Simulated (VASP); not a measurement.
# Ge: relaxation of cell and atoms with PBE

The system is Ge.

```
Ge
1.0
     0.00000    2.86614    2.86614
     2.86614    0.00000    2.86614
     2.86614    2.86614    0.00000
Ge
2
Direct
  0.00000 0.00000 0.00000
  0.25000 0.25000 0.25000
```

```yaml
Program: VASP 6.6.1
Task: relaxation of cell and atoms
Functional: PBE
Potentials_or_basis: VASP PAW PBE potentials, release 64 (Ge_d)
Cutoff: 600 eV
k_mesh: 10 × 10 × 10
Occupations: fermi-dirac, width 0.05 eV
Spin: no spin polarisation
Dipole_correction: no
Further_INCAR_settings: ALGO = Normal; EDIFF = 1e-06; IBRION = 2; EDIFFG = -0.005; NSW = 100; ISIF = 3
```

The relaxed volume is 23.99 Å³/atom. The relaxed cell is a = 4.079 Å, b = 4.079 Å, c = 4.079 Å, α = 60.00°, β = 60.00°, γ = 60.00° and the space group after relaxing (to 0.05 Å) is Fd-3m (No. 227). The energy gained by relaxing is 0.9 meV/atom and the ionic steps are 2. The pressure after relaxing is 0.0 GPa and the band gap on the k mesh is zero (filled and empty bands touch).

Step by step:
```tsv
step	energy change (eV)	largest force (eV/Å)	pressure (GPa)	volume (Å³)
1	0.0000	0.0000	0.88	47.09
2	-0.0018	0.0000	0.01	47.98
```

Final structure:
```
Ge
1.0
     0.00000    2.88408    2.88408
     2.88408    0.00000    2.88408
     2.88408    2.88408    0.00000
Ge
2
Direct
  0.00000 0.00000 0.00000
  0.25000 0.25000 0.25000
```

Levels at points of the mesh, in eV from the Fermi level:
| k point | band 12 | band 13 | band 14 | band 15 | band 16 | band 17 |
| --- | --- | --- | --- | --- | --- | --- |
| (0.00, 0.00, 0.00) | -0.45 | 0.03 | 0.03 | 0.03 | 2.56 | 2.56 |
| (0.50, 0.00, 0.00) | -7.31 | -1.28 | -1.28 | 0.05 | 3.75 | 3.75 |
| (0.50, 0.50, 0.00) | -8.64 | -2.84 | -2.84 | 0.86 | 0.86 | 9.08 |

Wall time 22 s on 1 thread of Intel(R) Xeon(R) 6975P-C (Granite Rapids), on a shared host, peak memory 0.19 GiB.

PBE usually gives volumes a little too large and moduli too small. Zero-point motion and thermal expansion aren't in these numbers.
